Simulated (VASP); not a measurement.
Input of a VASP 6.6.1 run:

File INCAR:

```
PREC = Accurate
ENCUT = 600
EDIFF = 1E-7
ISMEAR = -1
SIGMA = 0.05
LREAL = F
LASPH = T
NELM = 60
ALGO = Normal
ISIF = 3
LWAVE = F
LCHARG = F
GGA = PS
IBRION = 2
NSW = 80
EDIFFG = -0.005
PSTRESS = 300.0
```

KPOINTS

```
regular mesh
0
Gamma
  8 8 8
```

POSCAR

```
Si
1.0
    0.0000000000      2.7218511865      2.7218511865
    2.7218511865      0.0000000000      2.7218511865
    2.7218511865      2.7218511865      0.0000000000
Si
2
Direct
    0.5000000000      0.5000000000      0.5000000000
    0.7500000000      0.7500000000      0.7500000000
```

Potentials or basis: VASP PAW PBE potentials, release 64 (Si).

Launch:

```console
$ cat potpaw_PBE.64/Si/POTCAR > POTCAR
$ mpirun -np 1 vasp_std > vasp.out
```

(1) Predict the relaxed volume.

(2) Predict the relaxed cell.

(3) Predict the space group after relaxing (to 0.05 Å).

## Answers

(1) 16.30 Å³/atom.

(2) a = 3.586 Å, b = 3.586 Å, c = 3.586 Å, α = 60.00°, β = 60.00°, γ = 60.00°.

(3) Fd-3m (No. 227).

Caveat: the cell is relaxed towards a set pressure, so the enthalpy falls and the energy may rise; the volume moved by over 15 % at a fixed basis, so the end points are rough; the PAW data sets were made with another functional, which shifts forces and pressure a little.
